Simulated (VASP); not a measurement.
Here is a VASP 6.6.1 calculation.

File INCAR:

```
SYSTEM = Mg
  PREC = Accurate
  ENCUT = 520
  EDIFF = 1E-8
  ISMEAR = -1
  SIGMA = 0.03
  LREAL = .FALSE.
  LASPH = .TRUE.
  NELM = 60
  ALGO = Normal
  ISIF = 2
  LWAVE = .FALSE.
  LCHARG = .FALSE.
  LEFG = .TRUE.
  NBANDS = 7
```

File KPOINTS:

```
Automatic mesh
0
G
  16 16 16
  0 0 0
```

The input POSCAR:

```
Mg
1.0
    0.0000000000      2.2517120548      2.2517120548
    2.2517120548      0.0000000000      2.2517120548
    2.2517120548      2.2517120548      0.0000000000
Mg
1
Direct
    0.0000000000      0.0000000000      0.0000000000
```

Potentials or basis: VASP PAW LDA potentials, release 64 (Mg).

The run is started by

```console
$ cat potpaw_LDA.64/Mg/POTCAR > POTCAR
$ mpirun -np 1 vasp_std > vasp.out
```

Predict the pressure.

-2.0 GPa.

Estimate the band gap on the k mesh.

zero (band 1 reaches 3.94 eV, above the bottom of band 2 at 1.16 eV).

Caveat: without QUAD_EFG the Cq values of the log hold for a quadrupole moment of 1 mb, not for the nuclei.
